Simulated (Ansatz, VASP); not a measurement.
**Fe: VASP beside Ansatz**

INCAR

```
PREC = Accurate
ENCUT = 520
EDIFF = 1E-7
ISMEAR = -1
SIGMA = 0.05
LREAL = F
LASPH = T
NELM = 80
ALGO = Normal
ISIF = 2
LWAVE = F
LCHARG = F
GGA = PS
NBANDS = 15
```

File KPOINTS:

```
regular mesh
0
Gamma
  12 12 7
```

Contents of POSCAR:

```
Fe
1.0
    2.4341575853      0.0000000000      0.0000000000
   -1.2170787927      2.1080423057      0.0000000000
    0.0000000000      0.0000000000      3.8419344700
Fe
2
Direct
    0.6666666667      0.3333333333      0.7500000000
    0.3333333333      0.6666666667      0.2500000000
```

File input.yaml:

```yaml
crystal:
  lattice:
    - [2.4341575853, 0.0, 0.0]
    - [-1.2170787927, 2.1080423057, 0.0]
    - [0.0, 0.0, 3.84193447]
  atoms:
    - { symbol: Fe, position: [0.6666666667, 0.3333333333, 0.75] }
    - { symbol: Fe, position: [0.3333333333, 0.6666666667, 0.25] }
hamiltonian:
  xc: pbesol
  pseudopotentials: { kind: paw }
kpoints:
  mp_grid: { grid: [12, 12, 7] }
scf:
  occupations: { method: fermi_dirac, width: 0.05 }
output:
  forces: true
  stress: true
  eigenvalues: true
```

Alike in both runs: task single point; functional PBEsol; k mesh 12 × 12 × 7; occupations fermi-dirac, width 0.05 eV; no spin polarisation.

```csv
,VASP,Ansatz
version,VASP 6.6.1,Ansatz 0.2.0
potentials or method,"VASP PAW PBE potentials, release 64 (Fe)",Ansatz PAW
plane-wave cutoff (eV),520,420
valence electrons in the cell,16,32
```

|  | VASP | Ansatz | Ansatz less VASP |
| --- | --- | --- | --- |
| gap on the k mesh at the Fermi level (eV) | none | none | - |
| pressure (GPa) | -1.9 | -1.4 | +0.45 |
| traceless stress, the component that is largest in VASP (GPa) | 1.06 | 1.16 | +0.098 |

VASP's potentials were made for PBE, not for PBEsol. A gap of «none» marks a metal or a gap that the smearing closes. With one functional, cell and mesh, what is left measures potentials, basis and numerics. VASP's potentials hold 16 valence electrons a cell and Ansatz's 32, so a difference there can come from the potentials and not from the codes.
